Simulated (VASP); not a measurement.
Ta, 1 atom in the cell. Symmetry: Im-3m, No. 229, cubic system. The conventional cell has a = 3.282 Å, b = 3.282 Å, c = 3.282 Å, α = 90.00°, β = 90.00°, γ = 90.00°. Within 3.7 Å of Ta (site symmetry m-3m) lie 14 Ta at 2.84 to 3.28 Å. 

```yaml
Program: VASP 6.6.1
Task: single point
Functional: PBEsol
Potentials_or_basis: VASP PAW PBE potentials, release 64 (Ta_pv)
Cutoff: 520 eV
k_mesh: 34 × 34 × 34
Occupations: methfessel-paxton, width 0.1 eV
Spin: no spin polarisation
Dipole_correction: no
Further_INCAR_settings: ALGO = Normal; EDIFF = 1e-06; NBANDS = 12
```

Potentials or basis: VASP PAW PBE potentials, release 64 (Ta_pv).

The run is started by

```sh
$ cat potpaw_PBE.64/Ta_pv/POTCAR > POTCAR
$ mpirun -np 1 vasp_std > vasp.out
```

Hardware: 1 thread of Intel(R) Xeon(R) 6975P-C (Granite Rapids), with other jobs on the host.

Question: Estimate the wall time of this run.

Answer: It took 110 s on 1 thread of Intel(R) Xeon(R) 6975P-C (Granite Rapids), with other jobs on the host, peak memory 0.32 GiB. Counts: scf iterations 11, k points 1059.
